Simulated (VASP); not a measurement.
# BN (F-43m) in VASP: further runs

The runs below take BN through single point, with LDA.

Everything below comes from runs of VASP 6.6.1. Logs are shortened: lines on timing, memory, paths and dates and some standing lists are left out, and cuts for length are marked.

### 1 The cell of the first run

The structure is cubic, space group F-43m (No. 216). The conventional cell has a = 3.581 Å, b = 3.581 Å, c = 3.581 Å, α = 90.00°, β = 90.00°, γ = 90.00°. B (site symmetry -43m) has 4 N at 1.55 Å within 2.1 Å. Within 2.1 Å of N (site symmetry -43m) lie 4 B at 1.55 Å.

### 2 Single point, LDA

Input file INCAR:

```
SYSTEM = BN
PREC     = Accurate       ! precision mode
ENCUT    = 910            ! plane-wave cutoff, eV
EDIFF    = 1E-6           ! SCF threshold, eV
ISMEAR   = 0              ! smearing method
SIGMA    = 0.01           ! smearing width, eV
LREAL    = .False.        ! projectors in reciprocal space
LASPH    = .True.         ! aspherical terms in the spheres
NELM     = 120            ! most SCF steps
ALGO     = Normal         ! electronic algorithm
ISIF     = 2              ! what is computed and relaxed
LWAVE    = .False.        ! write WAVECAR
LCHARG   = .False.        ! write CHGCAR
GGA      = CA             ! functional
NBANDS   = 11             ! bands
GGA_COMPAT= .False.
```

Input file KPOINTS:

```
Automatic mesh
0
Gamma
  12 12 12
  0 0 0
```

Input file POSCAR:

```
BN
1.0
    0.0000000000      1.7902744185      1.7902744185
    1.7902744185      0.0000000000      1.7902744185
    1.7902744185      1.7902744185      0.0000000000
B N
1 1
Direct
    0.0000000000      0.0000000000      0.0000000000
    0.7500000000      0.7500000000      0.7500000000
```

Potentials or basis: VASP PAW LDA potentials, release 64 (B_h, N_h).

Run with:

```console
$ cat potpaw_LDA.64/B_h/POTCAR potpaw_LDA.64/N_h/POTCAR > POTCAR
$ mpirun -np 1 vasp_std > vasp.out
```

OUTCAR:

```text
SYSTEM = BN
   PREC = Accurate
   ENCUT = 910
   EDIFF = 1E-6
   ISMEAR = 0
   LREAL = .False.
   LASPH = .True.
   NELM = 120
   ISIF = 2
   GGA = CA

 ion  position               nearest neighbor table
   1  0.000  0.000  0.000-
   2  0.750  0.750  0.750-

  LATTYP: Found a face centered cubic cell.
 ALAT       =     3.5805488370

  Lattice vectors:

 A1 = (   0.0000000000,   1.7902744185,   1.7902744185)
 A2 = (   1.7902744185,   0.0000000000,   1.7902744185)
 A3 = (   1.7902744185,   1.7902744185,   0.0000000000)

Analysis of symmetry for initial positions (statically):
=====================================================================
 Subroutine PRICEL returns:
 Original cell was already a primitive cell.

 Routine SETGRP: Setting up the symmetry group for a
 face centered cubic supercell.

 Subroutine GETGRP returns: Found 24 space group operations
 (whereof 24 operations were pure point group operations)
 out of a pool of 48 trial point group operations.

The static configuration has the point symmetry T_d .

Analysis of symmetry for dynamics (positions and initial velocities):
=====================================================================
 Subroutine PRICEL returns:
 Original cell was already a primitive cell.

 Routine SETGRP: Setting up the symmetry group for a
 face centered cubic supercell.

 Subroutine GETGRP returns: Found 24 space group operations
 (whereof 24 operations were pure point group operations)
 out of a pool of 48 trial point group operations.

The dynamic configuration has the point symmetry T_d .

 Subroutine INISYM returns: Found 24 space group operations
 (whereof 24 operations are pure point group operations),
 and found     1 'primitive' translations

----------------------------------------------------------------------------------------

                                     Primitive cell

  volume of cell :      11.4760

  direct lattice vectors                    reciprocal lattice vectors
     0.000000000  1.790274418  1.790274418    -0.279286792  0.279286792  0.279286792
     1.790274418  0.000000000  1.790274418     0.279286792 -0.279286792  0.279286792
     1.790274418  1.790274418  0.000000000     0.279286792  0.279286792 -0.279286792

  length of vectors
     2.531830363  2.531830363  2.531830363     0.483738914  0.483738914  0.483738914

  position of ions in fractional coordinates (direct lattice)
     0.000000000  0.000000000  0.000000000
[... 79 lines left out ...]
   LREAL  =      F    real-space projection
   EDIFFG = 0.1E-04   stopping-criterion for IOM
   NSW    =      0    number of steps for IOM
   IBRION =     -1    ionic relax: 0-MD 1-quasi-New 2-CG
   NFREE  =      0    steps in history (QN), initial steepest desc. (CG)
   ISIF   =      2    stress and relaxation
   ISYM   =      2    0-nonsym 1-usesym 2-fastsym
   POTIM  = 0.5000    time-step for ionic-motion
   TEBEG  =    0.0;   TEEND  =   0.0 temperature during run
   PSTRESS=    0.0 pullay stress
   NELECT =       8.0000    total number of electrons
   NUPDOWN=      -1.0000    fix difference up-down
   EMIN   =  10.00;   EMAX   =-10.00  energy-range for DOS
   EFERMI =   0.00;   METHOD = LEGACY
   ISMEAR =     0;   SIGMA  =   0.01  broadening in eV -4-tet -1-fermi 0-gaus
   EFERMI_NEDOS =   21; number of points for ismear=-14 and -15
   IALGO  =     38    algorithm
   IMIX   =      4    mixing-type and parameters
     AMIX     =   0.40;   BMIX     =  1.00
     AMIX_MAG =   1.60;   BMIX_MAG =  1.00
  volume/ion in A,a.u.               =       5.74        38.72
  Fermi-wavevector in a.u.,A,eV,Ry     =   1.451583  2.743094 28.668746  2.107093
  Thomas-Fermi vector in A             =   2.569064
   LORBIT       =      0    0 simple, 1 ext, 2 COOP (PROOUT), +10 PAW based schemes
   GGA     = CA    functional components
   LHFCALC =     F    Hartree Fock is set to
   AEXX    =    0.0000 exact exchange contribution
   IVDW    =     0    specifies the selected vdW correction
   LEPSILON=     F    determine dielectric tensor
   LRPA    =     F    only Hartree local field effects (RPA)
 non-spin polarized calculation
 Gauss-broadening in eV      SIGMA  =   0.01
  energy-cutoff  :      910.00
  volume of cell :       11.48
 maximum number of plane-waves:       725
 NGX is ok and might be reduce to    28
   NGX = 13   NGY = 13   NGZ = 13

 number of electron       8.0000000 magnetization

 Free energy of the ion-electron system (eV)
  ---------------------------------------------------
  ext. energy  EPLUGINS =         0.00000000
  ---------------------------------------------------
  free energy    TOTEN  =       -19.41945303 eV

  energy without entropy =      -19.41945303  energy(sigma->0) =      -19.41945303

 E-fermi :   9.3568     XC(G=0): -13.4083

 val. band max:        9.2561445234   @ k =   0.0000   0.0000   0.0000
 cond. band min:      13.6375198989   @ k =   0.5000   0.5000   0.0000
 fundamental gap:      4.3813753755
 Fermi energy:         9.3567955302

 k-point     1 :       0.0000    0.0000    0.0000
  band No.  band energies     occupation
      1     -11.1435      2.00000
      2       9.2561      2.00000
      3       9.2561      2.00000
      4       9.2561      2.00000
      5      18.0790      0.00000
      6      18.0790      0.00000
      7      18.0790      0.00000
      8      20.1649      0.00000
      9      34.2964      0.00000
     10      37.3853      0.00000
     11      37.3853      0.00000
[... 309 lines left out ...]
 k-point    24 :      -0.4167    0.1667    0.0000
  band No.  band energies     occupation
      1      -6.3474      2.00000
      2      -1.0098      2.00000
      3       5.0439      2.00000
      4       6.6012      2.00000
      5      18.5891      0.00000
      6      21.5723      0.00000
      7      21.8010      0.00000
      8      25.1504      0.00000
      9      30.3540      0.00000
     10      34.7913      0.00000
     11      36.2296      0.00000

 [... further k-points ...]
[... 5 lines left out ...]
  --------------------------------------------------------------------------------------
  -------------------------------------------------------------------------------------
  Total        0.0357317      0.0357317      0.0357317      0.0000000      0.0000000      0.0000000
  in kB        4.9885564      4.9885564      4.9885564      0.0000000      0.0000000      0.0000000
  external PRESSURE =       4.9885564 kB  Pullay stress =       0.0000000 kB

 VOLUME and BASIS-vectors are now :
 -----------------------------------------------------------------------------
  energy-cutoff  :      910.00
  volume of cell :       11.48
      direct lattice vectors                 reciprocal lattice vectors
     0.000000000  1.790274418  1.790274418    -0.279286792  0.279286792  0.279286792
     1.790274418  0.000000000  1.790274418     0.279286792 -0.279286792  0.279286792
     1.790274418  1.790274418  0.000000000     0.279286792  0.279286792 -0.279286792

 POSITION                                       TOTAL-FORCE (eV/Angst)
 -----------------------------------------------------------------------------------
      0.00000      0.00000      0.00000        -0.000000     -0.000000      0.000000
      2.68541      2.68541      2.68541         0.000000      0.000000     -0.000000
 -----------------------------------------------------------------------------------
    total drift:                                0.000000      0.000000      0.000000

  FREE ENERGIE OF THE ION-ELECTRON SYSTEM (eV)
  ---------------------------------------------------
  free  energy   TOTEN  =       -19.4194530252 eV

  energy  without entropy=      -19.4194530252  energy(sigma->0) =      -19.41945303
```

OSZICAR:

```text
N       E                     dE             d eps       ncg     rms          rms(c)
DAV:   1     0.130818393327E+02    0.13082E+02   -0.64775E+03  1696   0.106E+03
DAV:   2    -0.194438428776E+02   -0.32526E+02   -0.30627E+02  2114   0.176E+02
DAV:   3    -0.205396030803E+02   -0.10958E+01   -0.10932E+01  1920   0.269E+01
DAV:   4    -0.205420816817E+02   -0.24786E-02   -0.24785E-02  1747   0.152E+00
DAV:   5    -0.205420867743E+02   -0.50926E-05   -0.50925E-05  1851   0.724E-02    0.623E+00
DAV:   6    -0.195516405866E+02    0.99045E+00   -0.31478E+00  1614   0.985E+00    0.241E+00
DAV:   7    -0.194478905825E+02    0.10375E+00   -0.13907E-01  1824   0.294E+00    0.121E+00
DAV:   8    -0.194195345170E+02    0.28356E-01   -0.44301E-02  1773   0.139E+00    0.137E-01
DAV:   9    -0.194194778679E+02    0.56649E-04   -0.19561E-03  1755   0.319E-01    0.638E-02
DAV:  10    -0.194194523868E+02    0.25481E-04   -0.12003E-04  1782   0.924E-02    0.755E-03
DAV:  11    -0.194194530252E+02   -0.63840E-06   -0.44193E-06  1716   0.184E-02
   1 F= -.19419453E+02 E0= -.19419453E+02  d E =-.986295E-49
```

stdout:

```text
POSCAR found type information on POSCAR B N
 POSCAR found :  2 types and       2 ions
 scaLAPACK will be used
 LDA part: xc-table for (Slater(with rela. corr.)+CA(PZ))
 , standard interpolation
 POSCAR, INCAR and KPOINTS ok, starting setup
 FFT: planning ... GRIDC
 FFT: planning ... GRID_SOFT
 FFT: planning ... GRID
 WAVECAR not read
 entering main loop
```

Run time: 16 s. Hardware: 1 thread of AMD EPYC 7R43 (Zen 3), shared host; peak memory 0.11 GiB.

Results:

| Property | Result |
| --- | --- |
| Free energy | -19.4195 eV |
| Pressure | 0.5 GPa |
| Band gap on the k mesh | 4.38 eV, indirect (least direct gap 8.82 eV) |

Levels at points of the mesh, in eV from the valence-band top:
```csv
k point,band 2,band 3,band 4,band 5,band 6,band 7
"(0.00, 0.00, 0.00)",0.00,0.00,0.00,8.82,8.82,8.82
"(0.50, 0.00, 0.00)",-10.98,-2.00,-2.00,10.59,10.73,10.73
"(0.50, 0.50, 0.00)",-9.07,-5.07,-5.07,4.38,9.31,18.14
```

Caveat: the cutoff is under 1.25 times the usual one of these potentials, so pressure, stress and relaxed cells hold a basis-set (Pulay) error. As with any semilocal functional, this LDA gap is likely too small.

### 3 Single point, LDA

Input file INCAR:

```
SYSTEM = BN
  ALGO = Normal
  EDIFF = 1E-6
  ENCUT = 910
  GGA_COMPAT = .FALSE.
  ISIF = 2
  ISMEAR = 0
  LASPH = .TRUE.
  LCHARG = .FALSE.
  LREAL = .FALSE.
  LWAVE = .FALSE.
  NBANDS = 11
  NELM = 120
  PREC = Accurate
  SIGMA = 0.02
```

Input file KPOINTS:

```
k-points
0
G
  12 12 12
  0 0 0
```

POSCAR is that of step 2.

Potentials or basis: VASP PAW LDA potentials, release 64 (B_h, N_h).

Run with:

```console
$ cat potpaw_LDA.64/B_h/POTCAR potpaw_LDA.64/N_h/POTCAR > POTCAR
$ mpirun -np 1 vasp_std > vasp.out
```

OUTCAR:

```text
SYSTEM = BN
   EDIFF = 1E-6
   ENCUT = 910
   ISIF = 2
   ISMEAR = 0
   LASPH = .TRUE.
   LREAL = .FALSE.
   NELM = 120
   PREC = Accurate

 ion  position               nearest neighbor table
   1  0.000  0.000  0.000-
   2  0.750  0.750  0.750-

  LATTYP: Found a face centered cubic cell.
 ALAT       =     3.5805488370

  Lattice vectors:

 A1 = (   0.0000000000,   1.7902744185,   1.7902744185)
 A2 = (   1.7902744185,   0.0000000000,   1.7902744185)
 A3 = (   1.7902744185,   1.7902744185,   0.0000000000)

[... 511 lines left out ...]
      6      21.5723      0.00000
      7      21.8010      0.00000
      8      25.1504      0.00000
      9      30.3540      0.00000
     10      34.7913      0.00000
     11      36.2296      0.00000

 [... further k-points ...]
[... 5 lines left out ...]
  --------------------------------------------------------------------------------------
  -------------------------------------------------------------------------------------
  Total        0.0357317      0.0357317      0.0357317      0.0000000     -0.0000000      0.0000000
  in kB        4.9885564      4.9885564      4.9885564      0.0000000     -0.0000000      0.0000000
  external PRESSURE =       4.9885564 kB  Pullay stress =       0.0000000 kB

 VOLUME and BASIS-vectors are now :
 -----------------------------------------------------------------------------
  energy-cutoff  :      910.00
  volume of cell :       11.48
      direct lattice vectors                 reciprocal lattice vectors
     0.000000000  1.790274418  1.790274418    -0.279286792  0.279286792  0.279286792
     1.790274418  0.000000000  1.790274418     0.279286792 -0.279286792  0.279286792
     1.790274418  1.790274418  0.000000000     0.279286792  0.279286792 -0.279286792

 POSITION                                       TOTAL-FORCE (eV/Angst)
 -----------------------------------------------------------------------------------
      0.00000      0.00000      0.00000         0.000000      0.000000      0.000000
      2.68541      2.68541      2.68541        -0.000000     -0.000000     -0.000000
 -----------------------------------------------------------------------------------
    total drift:                                0.000000      0.000000      0.000000

  FREE ENERGIE OF THE ION-ELECTRON SYSTEM (eV)
  ---------------------------------------------------
  free  energy   TOTEN  =       -19.4194530252 eV

  energy  without entropy=      -19.4194530252  energy(sigma->0) =      -19.41945303
```

stdout:

```text
POSCAR found type information on POSCAR B N
 POSCAR found :  2 types and       2 ions
 scaLAPACK will be used
 LDA part: xc-table for (Slater(with rela. corr.)+CA(PZ))
 , standard interpolation
 POSCAR, INCAR and KPOINTS ok, starting setup
 FFT: planning ... GRIDC
 FFT: planning ... GRID_SOFT
 FFT: planning ... GRID
 WAVECAR not read
 entering main loop
```

Run time: 15 s. Hardware: 1 thread of Intel Xeon Platinum 8259CL at 2.50GHz (Skylake/Cascade Lake), shared host; peak memory 0.14 GiB.

Results:

```yaml
Free_energy: -19.4195 eV
Pressure: 0.5 GPa
Band_gap_on_the_k_mesh: 4.38 eV, indirect (least direct gap 8.82 eV)
```

Levels at points of the mesh, in eV from the valence-band top:
| k point | band 1 | band 2 | band 3 | band 4 | band 5 | band 6 | band 7 | band 8 | band 9 |
| --- | --- | --- | --- | --- | --- | --- | --- | --- | --- |
| (0.00, 0.00, 0.00) | -20.40 | 0.00 | 0.00 | 0.00 | 8.82 | 8.82 | 8.82 | 10.91 | 25.04 |
| (0.50, 0.00, 0.00) | -15.98 | -10.98 | -2.00 | -2.00 | 10.59 | 10.73 | 10.73 | 15.31 | 23.50 |
| (0.50, 0.50, 0.00) | -14.56 | -9.07 | -5.07 | -5.07 | 4.38 | 9.31 | 18.14 | 18.14 | 21.00 |

Caveat: the cutoff is under 1.25 times the usual one of these potentials, so pressure, stress and relaxed cells hold a basis-set (Pulay) error. As with any semilocal functional, this LDA gap is likely too small.

### 4 Single point, LDA

This run uses another cell than the first one, of 5.96 Å³/atom, 1.039 times its volume.

Input file INCAR:

```
PREC = Accurate
ENCUT = 600
EDIFF = 1E-6
ISMEAR = 0
SIGMA = 0.1
LREAL = False
LASPH = True
NELM = 120
ALGO = Normal
ISIF = 2
LWAVE = False
LCHARG = True
LELF = True
LVHAR = True
NBANDS = 11
GGA_COMPAT = False
```

Input file KPOINTS:

```
Automatic mesh
0
Gamma
  8 8 8
```

Input file POSCAR:

```
BN
1.0
    0.0000000000      1.8130010000      1.8130010000
    1.8130010000      0.0000000000      1.8130010000
    1.8130010000      1.8130010000      0.0000000000
B N
1 1
Direct
    0.0000000000      0.0000000000      0.0000000000
    0.7500000000      0.7500000000      0.7500000000
```

Potentials or basis: VASP PAW LDA potentials, release 64 (B, N).

Run with:

```console
$ cat potpaw_LDA.64/B/POTCAR potpaw_LDA.64/N/POTCAR > POTCAR
$ mpirun -np 1 vasp_std > vasp.out
```

Run time: 1.8 s. Hardware: 1 thread of Intel Xeon 6975P-C (Granite Rapids), shared host; peak memory 0.11 GiB.

It converged, with:

```yaml
Free_energy: -19.3988 eV
Pressure: -13.6 GPa
Band_gap_on_the_k_mesh: 4.33 eV, indirect (least direct gap 8.64 eV)
```

Levels at points of the mesh, in eV from the valence-band top:
```csv
k point,band 2,band 3,band 4,band 5,band 6,band 7
"(0.00, 0.00, 0.00)",0.00,0.00,0.00,8.64,8.64,8.64
"(0.50, 0.00, 0.00)",-10.63,-1.93,-1.93,10.09,10.51,10.51
"(0.50, 0.50, 0.00)",-8.83,-4.88,-4.88,4.33,9.09,17.56
```

(Continued in part 2 of 2.)
